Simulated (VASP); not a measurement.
# Ru (I4/mmm) in VASP: notebook

Ru is run at these levels: PBE; tasks: single point.

Everything below comes from runs of VASP 6.6.1. Logs are shortened: lines on timing, memory, paths and dates and some standing lists are left out, and cuts for length are marked.

### Step 1. The cell of the first run

It takes space group I4/mmm (No. 139, tetragonal). The conventional cell has a = 2.785 Å, b = 2.785 Å, c = 3.623 Å, α = 90.00°, β = 90.00°, γ = 90.00°. Within 3.7 Å of Ru (site symmetry 4/mmm) lie 14 Ru at 2.68 to 3.62 Å.

### Step 2. Single point, PBE

The input, INCAR:

```
  ALGO = Fast
  EDIFF = 1E-6
  ENCUT = 520
  GGA = PE
  ISIF = 2
  ISMEAR = 0
  LASPH = T
  LCHARG = T
  LELF = T
  LREAL = F
  LVHAR = T
  LWAVE = F
  NBANDS = 13
  NELM = 100
  PREC = Accurate
  SIGMA = 0.15
```

The input, KPOINTS:

```
k-points
0
Gamma
  24 24 24
```

The input, POSCAR:

```
Ru
1.0
    0.0000000000      1.9689718290      1.8114540827
    1.9689718290      0.0000000000      1.8114540827
    1.9689718290      1.9689718290      0.0000000000
Ru
1
Direct
    0.0000000000      0.0000000000      0.0000000000
```

Potentials or basis: VASP PAW PBE potentials, release 64 (Ru_pv).

Launch:

```bash
$ cat potpaw_PBE.64/Ru_pv/POTCAR > POTCAR
$ mpirun -np 1 vasp_std > vasp.out
```

OUTCAR:

```text
EDIFF = 1E-6
   ENCUT = 520
   GGA = PE
   ISIF = 2
   ISMEAR = 0
   LASPH = T
   LREAL = F
   NELM = 100
   PREC = Accurate

 ion  position               nearest neighbor table
   1  0.000  0.000  0.000-

  LATTYP: Found a body centered tetragonal cell.
 ALAT       =     2.7845466645
 C/A-ratio  =     1.3010764774

  Lattice vectors:

 A1 = (   0.0000000000,  -1.9689718290,  -1.8114540827)
 A2 = (   0.0000000000,   1.9689718290,  -1.8114540827)
 A3 = (   1.9689718290,   0.0000000000,   1.8114540827)

Analysis of symmetry for initial positions (statically):
=====================================================================
 Subroutine PRICEL returns:
 Original cell was already a primitive cell.

 Routine SETGRP: Setting up the symmetry group for a
 body centered tetragonal supercell.

 Subroutine GETGRP returns: Found 16 space group operations
 (whereof 16 operations were pure point group operations)
 out of a pool of 16 trial point group operations.

The static configuration has the point symmetry D_4h.

Analysis of symmetry for dynamics (positions and initial velocities):
=====================================================================
 Subroutine PRICEL returns:
 Original cell was already a primitive cell.

 Routine SETGRP: Setting up the symmetry group for a
 body centered tetragonal supercell.

 Subroutine GETGRP returns: Found 16 space group operations
 (whereof 16 operations were pure point group operations)
 out of a pool of 16 trial point group operations.

The dynamic configuration has the point symmetry D_4h.

 Subroutine INISYM returns: Found 16 space group operations
 (whereof 16 operations are pure point group operations),
 and found     1 'primitive' translations

----------------------------------------------------------------------------------------

                                     Primitive cell

  volume of cell :      14.0455

  direct lattice vectors                    reciprocal lattice vectors
     0.000000000  1.968971829  1.811454083    -0.253939641  0.253939641  0.276021349
     1.968971829  0.000000000  1.811454083     0.253939641 -0.253939641  0.276021349
     1.968971829  1.968971829  0.000000000     0.253939641  0.253939641 -0.276021349

  length of vectors
     2.675484247  2.675484247  2.784546665     0.452944222  0.452944222  0.452944222

  position of ions in fractional coordinates (direct lattice)
     0.000000000  0.000000000  0.000000000

  ion indices of the primitive-cell ions
   primitive index   ion index
                 1           1

----------------------------------------------------------------------------------------

 KPOINTS: k-points

Automatic generation of k-mesh.
 Grid dimensions read from file:
 generate k-points for:   24   24   24

 Generating k-lattice:

  Cartesian coordinates                     Fractional coordinates (reciprocal lattice)
    -0.010580818  0.010580818  0.011500890     0.041666667  0.000000000  0.000000000
     0.010580818 -0.010580818  0.011500890     0.000000000  0.041666667  0.000000000
     0.010580818  0.010580818 -0.011500890     0.000000000  0.000000000  0.041666667

  Length of vectors
     0.018872676  0.018872676  0.018872676

  Shift w.r.t. Gamma in fractional coordinates (k-lattice)
     0.000000000  0.000000000  0.000000000

 Subroutine IBZKPT returns following result:
 ===========================================

 Found   1063 irreducible k-points:

 Following reciprocal coordinates:
            Coordinates               Weight
  0.000000  0.000000  0.000000      1.000000
  0.041667 -0.000000  0.000000      8.000000
  0.083333 -0.000000  0.000000      8.000000
  0.125000 -0.000000  0.000000      8.000000
  0.166667  0.000000  0.000000      8.000000
  0.208333 -0.000000  0.000000      8.000000
[... 16 lines left out ...]
  0.416667  0.041667  0.000000      8.000000
  0.458333  0.041667  0.000000      8.000000
 [... further k-points ...]
   k-points           NKPTS =   1063   k-points in BZ     NKDIM =   1063   number of bands    NBANDS=     13
   number of dos      NEDOS =    301   number of ions     NIONS =      1
   total plane-waves  NPLWV =   9600
   dimension x,y,z NGX =    20 NGY =   20 NGZ =   24
   dimension x,y,z NGXF=    40 NGYF=   40 NGZF=   48
   ions per type =               1
   NGX,Y,Z   is equivalent  to a cutoff of  12.43, 12.43, 14.33 a.u.
   NGXF,Y,Z  is equivalent  to a cutoff of  24.85, 24.85, 28.66 a.u.
 SYSTEM =  unknown system
   PREC   = accura    normal or accurate (medium, high low for compatibility)
   ISTART =      0    job   : 0-new  1-cont  2-samecut
   ICHARG =      2    charge: 1-file 2-atom 10-const
   ISPIN  =      1    spin polarized calculation?
   LNONCOLLINEAR =      F non collinear calculations
   LSORBIT =      F    spin-orbit coupling
   LASPH  =      T    aspherical Exc in radial PAW
   ENCUT  =  520.0 eV  38.22 Ry    6.18 a.u.   4.97  4.97  5.18*2*pi/ulx,y,z
   NELM   =    100;   NELMIN=  2; NELMDL= -5     # of ELM steps
   EDIFF  = 0.1E-05   stopping-criterion for ELM
   LREAL  =      F    real-space projection
   EDIFFG = 0.1E-04   stopping-criterion for IOM
   NSW    =      0    number of steps for IOM
   IBRION =     -1    ionic relax: 0-MD 1-quasi-New 2-CG
   NFREE  =      0    steps in history (QN), initial steepest desc. (CG)
   ISIF   =      2    stress and relaxation
   ISYM   =      2    0-nonsym 1-usesym 2-fastsym
   POTIM  = 0.5000    time-step for ionic-motion
   TEBEG  =    0.0;   TEEND  =   0.0 temperature during run
   PSTRESS=    0.0 pullay stress
   NELECT =      14.0000    total number of electrons
   NUPDOWN=      -1.0000    fix difference up-down
   EMIN   =  10.00;   EMAX   =-10.00  energy-range for DOS
   EFERMI =   0.00;   METHOD = LEGACY
   ISMEAR =     0;   SIGMA  =   0.15  broadening in eV -4-tet -1-fermi 0-gaus
   EFERMI_NEDOS =   21; number of points for ismear=-14 and -15
   IALGO  =     68    algorithm
   IMIX   =      4    mixing-type and parameters
     AMIX     =   0.40;   BMIX     =  1.00
     AMIX_MAG =   1.60;   BMIX_MAG =  1.00
  volume/ion in A,a.u.               =      14.05        94.78
  Fermi-wavevector in a.u.,A,eV,Ry     =   1.635330  3.090326 36.386117  2.674304
  Thomas-Fermi vector in A             =   2.726821
   LORBIT       =      0    0 simple, 1 ext, 2 COOP (PROOUT), +10 PAW based schemes
   GGA     = PE    functional components
   LHFCALC =     F    Hartree Fock is set to
   AEXX    =    0.0000 exact exchange contribution
   IVDW    =     0    specifies the selected vdW correction
   LEPSILON=     F    determine dielectric tensor
   LRPA    =     F    only Hartree local field effects (RPA)
 non-spin polarized calculation
 RMM-DIIS sequential band-by-band and
 Gauss-broadening in eV      SIGMA  =   0.15
  energy-cutoff  :      520.00
  volume of cell :       14.05
 maximum number of plane-waves:       402
   NGX =  9   NGY =  9   NGZ = 11

 number of electron      13.9999999 magnetization

 Free energy of the ion-electron system (eV)
  ---------------------------------------------------
  ext. energy  EPLUGINS =         0.00000000
  ---------------------------------------------------
  free energy    TOTEN  =        -9.07471670 eV

  energy without entropy =       -9.06190272  energy(sigma->0) =       -9.06830971

 E-fermi :  12.1746     XC(G=0): -13.9075

 val. band max:       12.1744126923   @ k =   0.3333   0.0417   0.2917
 cond. band min:      12.1748199084   @ k =  -0.2917   0.0000   0.1667
 fundamental gap:      0.0004072162
 Fermi energy:        12.1745950825

 k-point     1 :       0.0000    0.0000    0.0000
  band No.  band energies     occupation
      1     -30.2699      2.00000
      2     -30.2699      2.00000
      3     -30.2612      2.00000
      4       4.4436      2.00000
      5       9.4375      2.00000
      6       9.4375      2.00000
      7      10.3531      2.00000
      8      11.4251      2.00000
      9      12.5056      0.00180
     10      22.7427      0.00000
     11      27.3541      0.00000
     12      31.8786      0.00000
     13      31.8786      0.00000

 k-point     2 :       0.0417   -0.0000    0.0000
  band No.  band energies     occupation
      1     -30.2845      2.00000
      2     -30.2731      2.00000
      3     -30.2649      2.00000
      4       4.5161      2.00000
      5       9.4303      2.00000
      6       9.4672      2.00000
      7      10.3510      2.00000
      8      11.4147      2.00000
      9      12.4793      0.00407
     10      22.7427      0.00000
     11      27.4721      0.00000
     12      31.7353      0.00000
     13      31.9918      0.00000

 k-point     3 :       0.0833   -0.0000    0.0000
  band No.  band energies     occupation
      1     -30.3339      2.00000
      2     -30.2824      2.00000
      3     -30.2693      2.00000
      4       4.7282      2.00000
      5       9.4000      2.00000
      6       9.5469      2.00000
      7      10.3590      2.00000
      8      11.3947      2.00000
      9      12.4078      0.02787
     10      22.7427      0.00000
     11      27.8073      0.00000
     12      31.2238      0.00000
     13      32.3261      0.00000
[... 305 lines left out ...]
 k-point    23 :       0.4167    0.0417    0.0000
  band No.  band energies     occupation
      1     -31.1467      2.00000
      2     -30.4490      2.00000
      3     -30.3360      2.00000
      4       6.4677      2.00000
      5       9.2582      2.00000
      6      10.1851      2.00000
      7      11.6415      2.00000
      8      13.5502      0.00000
      9      13.7826      0.00000
     10      22.7379      0.00000
     11      23.2068      0.00000
     12      27.3627      0.00000
     13      32.9778      0.00000

 k-point    24 :       0.4583    0.0417    0.0000
  band No.  band energies     occupation
      1     -31.1985      2.00000
      2     -30.4571      2.00000
      3     -30.3434      2.00000
      4       6.4106      2.00000
      5       9.1836      2.00000
      6      10.1034      2.00000
      7      12.1878      0.90082
      8      13.9778      0.00000
      9      14.0106      0.00000
     10      22.3157      0.00000
     11      22.7489      0.00000
     12      27.0233      0.00000
     13      32.4856      0.00000

 [... further k-points ...]

------------------------ aborting loop because EDIFF is reached ----------------------------------------

  FORCE on cell =-STRESS in cart. coord.  units (eV):
  Direction    XX          YY          ZZ          XY          YZ          ZX
  --------------------------------------------------------------------------------------
  -------------------------------------------------------------------------------------
  Total       -0.9253051     -0.9253051      0.8626257      0.0000000     -0.0000000     -0.0000000
  in kB     -105.5502400   -105.5502400     98.4003523      0.0000000     -0.0000000     -0.0000000
  external PRESSURE =     -37.5667092 kB  Pullay stress =       0.0000000 kB

 VOLUME and BASIS-vectors are now :
 -----------------------------------------------------------------------------
  energy-cutoff  :      520.00
  volume of cell :       14.05
      direct lattice vectors                 reciprocal lattice vectors
     0.000000000  1.968971829  1.811454083    -0.253939641  0.253939641  0.276021349
     1.968971829  0.000000000  1.811454083     0.253939641 -0.253939641  0.276021349
     1.968971829  1.968971829  0.000000000     0.253939641  0.253939641 -0.276021349

 POSITION                                       TOTAL-FORCE (eV/Angst)
 -----------------------------------------------------------------------------------
      0.00000      0.00000      0.00000         0.000000      0.000000      0.000000
 -----------------------------------------------------------------------------------
    total drift:                                0.000000     -0.000000      0.000000

  FREE ENERGIE OF THE ION-ELECTRON SYSTEM (eV)
  ---------------------------------------------------
  free  energy   TOTEN  =        -9.0747167022 eV

  energy  without entropy=       -9.0619027164  energy(sigma->0) =       -9.06830971
```

Wall time 1.8 min (1 thread of Intel Xeon Platinum 8488C (Sapphire Rapids), shared host); peak memory 0.29 GiB.

What came out:

```yaml
Free_energy: -9.0747 eV
Pressure: -3.8 GPa
Band_gap_on_the_k_mesh: zero (bands 7 and 8 overlap by 3.57 eV)
```

Levels at points of the mesh, in eV from the Fermi level:
```
           k point  band 4  band 5  band 6  band 7  band 8  band 9  band 10  band 11
(0.00, 0.00, 0.00)   -7.73   -2.74   -2.74   -1.82   -0.75    0.33    10.57    15.18
(0.50, 0.00, 0.00)   -5.85   -3.09   -2.04    1.00    1.34    1.90     9.69    10.57
(0.50, 0.50, 0.00)   -6.14   -5.73    1.58    2.14    2.14    4.78    10.57    12.28
(0.50, 0.00, 0.50)   -6.09   -5.56    1.50    1.67    2.44    2.97    10.57    12.47
```

Caveat: the cell stands under tension.

### Step 3. Single point, PBE

This run uses another cell than the first one, of the same volume but with other edges.

The input, INCAR:

```
SYSTEM = Ru
PREC = Accurate ; ENCUT = 520
EDIFF = 1E-6 ; ISMEAR = 0
SIGMA = 0.15 ; LREAL = .False.
LASPH = .True. ; NELM = 80
ALGO = Fast ; ISIF = 2
LWAVE = .False. ; LCHARG = .False.
GGA = PE ; NBANDS = 13
```

The input, KPOINTS:

```
regular mesh
0
Gamma
  24 24 24
  0 0 0
```

The input, POSCAR:

```
Ru
1.0
    0.0000000000      1.8551166213      2.0406282834
    1.8551166213      0.0000000000      2.0406282834
    1.8551166213      1.8551166213      0.0000000000
Ru
1
Direct
    0.0000000000      0.0000000000      0.0000000000
```

Potentials or basis: VASP PAW PBE potentials, release 64 (Ru_pv).

Launch:

```bash
$ cat potpaw_PBE.64/Ru_pv/POTCAR > POTCAR
$ mpirun -np 1 vasp_std > vasp.out
```

Run time: 81 s. Hardware: 1 thread of Intel Xeon Platinum 8488C (Sapphire Rapids), shared host; peak memory 0.29 GiB.

The run converged. Its results:

- Free energy: -9.0575 eV
- Pressure: -3.3 GPa
- Band gap on the k mesh: zero (bands 7 and 8 overlap by 3.54 eV)

Stress tensor (GPa, compression positive):
```
  4.98   0.00   0.00
  0.00   4.98   0.00
  0.00   0.00 -19.81
```

Levels at points of the mesh, in eV from the Fermi level:
```tsv
k point	band 4	band 5	band 6	band 7	band 8	band 9	band 10	band 11
(0.00, 0.00, 0.00)	-7.73	-3.22	-2.03	-2.03	-0.93	0.51	10.57	15.21
(0.50, 0.00, 0.00)	-5.85	-3.12	-2.02	1.00	1.36	1.86	9.71	10.58
(0.50, 0.50, 0.00)	-6.06	-5.61	1.68	2.03	2.03	2.27	10.57	11.53
(0.50, 0.00, 0.50)	-6.15	-5.61	1.45	1.54	2.67	4.24	10.57	12.15
```

Caveat: the cell stands under tension.
